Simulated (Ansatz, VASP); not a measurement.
## Two plane-wave programs on C

```xyz
4
Lattice="2.5111 0.0000 0.0000 -1.2555 2.1746 0.0000 0.0000 0.0000 4.2430" Properties=species:S:1:pos:R:3 pbc="T T T"
C     0.0000    1.4498   -0.0017
C     1.2555    0.7249    2.1198
C     0.0000    1.4498    1.5885
C     1.2555    0.7249    3.7100
```

Change from the starting cell: strained cell.

Alike in both runs: functional PBE; k mesh 9 × 9 × 6; occupations gaussian, width 0.02 eV; no spin polarisation.

Ansatz relaxed the structure, and its values are those at the end. VASP's run is a single point on that final structure, the one shown.

|  | VASP | Ansatz |
| --- | --- | --- |
| version | VASP 6.6.1 | Ansatz 0.2.0 |
| potentials or method | VASP PAW PBE potentials, release 64 (C), cutoff 520 eV | scalar-relativistic, plane waves, PAW |
| valence electrons in the cell | 16 | 16 |

Ansatz gave:

```
gap on the k mesh at the Fermi level (eV) : 3.42
least direct gap on the mesh (eV)         : 4.88
pressure (GPa)                            : -6.0
rms of the force components (eV/Å)        : 0.001
```

Q: Which values does VASP return?

A: gap on the k mesh at the Fermi level (eV): 3.40; least direct gap on the mesh (eV): 4.88; pressure (GPa): -5.4; rms of the force components (eV/Å): 0.006.

Ansatz's warnings: stress scf threshold loose.
